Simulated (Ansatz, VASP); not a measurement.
# Ir in VASP and in Ansatz

Contents of INCAR:

```
PREC = Accurate
ENCUT = 400
EDIFF = 1E-8
ISMEAR = -1
SIGMA = 0.05
LREAL = F
LASPH = T
NELM = 120
ALGO = Normal
ISIF = 2
LWAVE = F
LCHARG = F
GGA = PE
LEFG = T
NBANDS = 10
GGA_COMPAT = F
```

Contents of KPOINTS:

```
regular mesh
0
Gamma
  18 18 18
```

The input POSCAR:

```
Ir
1.0
    0.0000000000      1.9101728940      1.9388970000
    1.9101728940      0.0000000000      1.9388970000
    1.9101728940      1.9101728940      0.0000000000
Ir
1
Direct
    0.0000000000      0.0000000000      0.0000000000
```

Input for Ansatz:

```yaml
crystal:
  lattice:
    - [0.0, 1.910172894, 1.938897]
    - [1.910172894, 0.0, 1.938897]
    - [1.910172894, 1.910172894, 0.0]
  atoms:
    - { symbol: Ir, position: [0.0, 0.0, 0.0] }
kpoints:
  mp_grid: { grid: [18, 18, 18] }
scf:
  occupations: { method: fermi_dirac, width: 0.05 }
hamiltonian:
  xc: pbe
  pseudopotentials: { kind: paw }
output:
  forces: true
  stress: true
  eigenvalues: true
  efg: { contact_densities: true }
```

Change from the starting cell: z stretched by +1 % at fixed volume, PAW files.

Alike in both runs: task electric field gradients; functional PBE; k mesh 18 × 18 × 18; occupations fermi-dirac, width 0.05 eV; no spin polarisation.

|  | VASP | Ansatz |
| --- | --- | --- |
| version | VASP 6.6.1 | Ansatz 0.2.0 |
| potentials or method | VASP PAW PBE potentials, release 64 (Ir) | PAW with Ansatz's default frozen-core files, scalar-relativistic |
| plane-wave cutoff (eV) | 400 | 420 |
| valence electrons in the cell | 9 | 17 |

|  | VASP | Ansatz | Ansatz less VASP |
| --- | --- | --- | --- |
| pressure (GPa) | 9.8 | 9.1 | -0.68 |
| traceless stress, the component that is largest in VASP (GPa) | -3.94 | -3.96 | -0.024 |
| size of Vzz on the site where it differs most (V/Å²) | 11.7 | 12.0 | +0.31 |

VASP's potentials hold 9 valence electrons a cell and Ansatz's 17, so a difference there can come from the potentials and not from the codes.

Spin-orbit coupling is off throughout.
